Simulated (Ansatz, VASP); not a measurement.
One calculation of Hf3Si2F, two programs

```xyz
6
Lattice="6.5380 0.0000 0.0000 -3.2690 5.6621 0.0000 0.0000 0.0000 3.7192" Properties=species:S:1:pos:R:3 pbc="T T T"
Hf    3.2690    0.0000    1.8596
Hf    1.6345    2.8310    1.8596
Hf   -1.6345    2.8310    1.8596
Si    0.0000    3.7747    0.0000
Si    3.2690    1.8874    0.0000
F     0.0000    0.0000    0.0000
```

Change from the starting cell: species swapped into the LaB2Rh3 type (P6/mmm, No. 191).

Alike in both runs: task relaxation of cell and atoms; functional PBE; k mesh 6 × 6 × 10; occupations gaussian, width 0.1 eV; no spin polarisation.

|  | VASP | Ansatz |
| --- | --- | --- |
| version | VASP 6.6.1 | Ansatz 0.2.0 |
| potentials or method | VASP PAW PBE potentials, release 64 (Hf_pv, Si, F), cutoff 600 eV | scalar-relativistic, plane waves, PAW |
| valence electrons in the cell | 45 | 93 |

Ansatz gave:

| Item | Value |
| --- | --- |
| gap on the k mesh at the Fermi level, each at its own relaxed structure (eV) | none |
| relaxed volume (Å³/atom) | 22.95 |
| relaxed cell length with the largest relative difference (Å) | 6.548 |

Q: Which values does VASP return?

A: gap on the k mesh at the Fermi level, each at its own relaxed structure (eV): none; relaxed volume (Å³/atom): 22.89; relaxed cell length with the largest relative difference (Å): 6.538.

A gap of «none» marks a metal or a gap that the smearing closes. VASP's potentials hold 45 valence electrons a cell and Ansatz's 93, so a difference there can come from the potentials and not from the codes.

Spin-orbit coupling is off throughout.
